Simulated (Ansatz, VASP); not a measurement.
**One calculation of V, two programs**

File INCAR:

```
SYSTEM = V
PREC = Accurate
ENCUT = 520
EDIFF = 1E-7
ISMEAR = -1
SIGMA = 0.1
LREAL = .False.
LASPH = .True.
NELM = 80
ALGO = Normal
ISIF = 2
LWAVE = .False.
LCHARG = .False.
GGA = B5
ALDAX = 1.0
AGGAX = 1.0
AGGAC = 1.0
ALDAC = 0.0
NBANDS = 12
```

Contents of KPOINTS:

```
regular mesh
0
Gamma
  14 14 14
  0 0 0
```

Contents of POSCAR:

```
V
1.0
    2.5090435988      0.0000000000      0.0000000000
    0.0000000000      2.5090435988      0.0000000000
    0.0000000000      0.0000000000      2.5090435988
V
1
Direct
    0.0000000000      0.0000000000      0.0000000000
```

Input for Ansatz:

```yaml
crystal:
  lattice:
    - [2.5090435988, 0.0, 0.0]
    - [0.0, 2.5090435988, 0.0]
    - [0.0, 0.0, 2.5090435988]
  atoms:
    - { symbol: V, position: [0.0, 0.0, 0.0] }
hamiltonian:
  xc: blyp
  pseudopotentials:
    kind: paw
    azcp:
      V: "pseudopotentials/V.paw.azcp"
basis:
  ecutwfc: 420
  fft_grid_basis: typed
kpoints:
  mp_grid: { grid: [14, 14, 14], shift: [0, 0, 0] }
magnetization:
  spin_polarized: false
scf:
  occupations: { method: fermi_dirac, width: 0.1 }
  lower_state_search: "off"
output:
  stress: true
```

Alike in both runs: task single point; functional BLYP; k mesh 14 × 14 × 14; occupations fermi-dirac, width 0.1 eV; no spin polarisation.

|  | VASP | Ansatz |
| --- | --- | --- |
| version | VASP 6.6.1 | Ansatz 0.2.0 |
| potentials or method | VASP PAW PBE potentials, release 64 (V_sv), cutoff 520 eV | plane waves (420 eV) with PAW, scalar-relativistic |
| valence electrons in the cell | 13 | 13 |

Ansatz gave:

| Quantity | Value |
| --- | --- |
| pressure (GPa) | -4.0 |

Task: What did VASP give for the same quantities?

Result: Pressure (GPa): -3.8.

VASP's potentials were made for PBE, not for BLYP.
